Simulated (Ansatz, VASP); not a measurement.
One calculation of EuFeAsF, two programs

```xyz
8
Lattice="2.7961 -2.8167 0.0000 2.7961 2.8167 0.0000 0.0000 0.0000 8.8812" Properties=species:S:1:pos:R:3 pbc="T T T"
Eu    2.7961   -1.4084    3.2959
Eu    2.7961    1.4084    5.5853
Fe    1.3981    0.0000    0.0000
Fe    4.1942    0.0000    0.0000
As    2.7961   -1.4084    7.3675
As    2.7961    1.4084    1.5137
F     1.3981    0.0000    4.4406
F     4.1942    0.0000    4.4406
```

Alike in both runs: task single point; functional PBE; k mesh 4 × 4 × 2; occupations gaussian, width 0.05 eV; collinear spin; Hubbard terms Eu f U = 6.0 eV, Fe d U = 4.0 eV.

```csv
,VASP,Ansatz
version,VASP 6.6.1,Ansatz 0.2.0
potentials or method,"VASP PAW PBE potentials, release 64 (Eu, Fe, As, F), cutoff 520 eV","scalar-relativistic, plane waves, PAW"
valence electrons in the cell,74,110
```

VASP gave:

| Item | Value |
| --- | --- |
| gap on the k mesh at the Fermi level (eV) | none |
| pressure (GPa) | 13.3 |
| traceless stress, the component that is largest in VASP (GPa) | -1.33 |
| rms of the force components (eV/Å) | 1.036 |
| net moment per atom (μB) | 2.60 |
| size of the moment on the site where the two differ most (μB) | 3.34 |

Q: What did Ansatz give for the same quantities?

A: gap on the k mesh at the Fermi level (eV): none; pressure (GPa): 14.1; traceless stress, the component that is largest in VASP (GPa): -1.49; rms of the force components (eV/Å): 1.033; net moment per atom (μB): 2.59; size of the moment on the site where the two differ most (μB): 3.10.

Site moments also hang on the region over which each program counts them. The programs project onto different local orbitals, so the same U acts differently, and such runs can settle in different states. Atom by atom the forces differ by 0.023 eV/Å (rms over components). A gap of «none» marks a metal or a gap that the smearing closes. VASP's potentials hold 74 valence electrons a cell and Ansatz's 110, so a difference there can come from the potentials and not from the codes. Ansatz's warnings: filled band counts differ across k points, stability check not made.

The k mesh is coarse, so the values compare programs but aren't converged. Neither program's run includes spin-orbit coupling.
